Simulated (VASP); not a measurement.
Runs of VASP 6.6.1 on GaN. The structure is cubic, space group F-43m (No. 216). Conventional cell: a = 4.498 Å, b = 4.498 Å, c = 4.498 Å, α = 90.00°, β = 90.00°, γ = 90.00°. Ga (site symmetry -43m) has 4 N at 1.95 Å within 2.6 Å. Within 2.6 Å of N (site symmetry -43m) lie 4 Ga at 1.95 Å. 

```csv
level,potentials or basis,spin,gap on the mesh (eV),pressure (GPa)
r2SCAN,"VASP PAW PBE potentials, release 64 (Ga_d, N)",off,(b),1.1
PBE,"VASP PAW PBE potentials, release 64 (Ga_d, N)",off,1.76,6.2
PBE,"VASP PAW PBE potentials, release 64 (Ga_d, N)","non-collinear, zero start, SOC",-,6.3
LDA,"VASP PAW LDA potentials, release 64 (Ga_d, N)",off,(a),-4.4
```

Alike in all rows: task single point; cell as given; k mesh 8 × 8 × 8; cutoff (eV) 520; smearing gaussian 0.01 eV.

Task: Estimate the missing entries.

Result: (a) 1.79; (b) 2.16.

Caveats: the PAW data sets were made with another functional, which shifts forces and pressure a little (some runs).

A k mesh can miss the band edges, and rows without SOC leave out spin-orbit coupling on Ga.
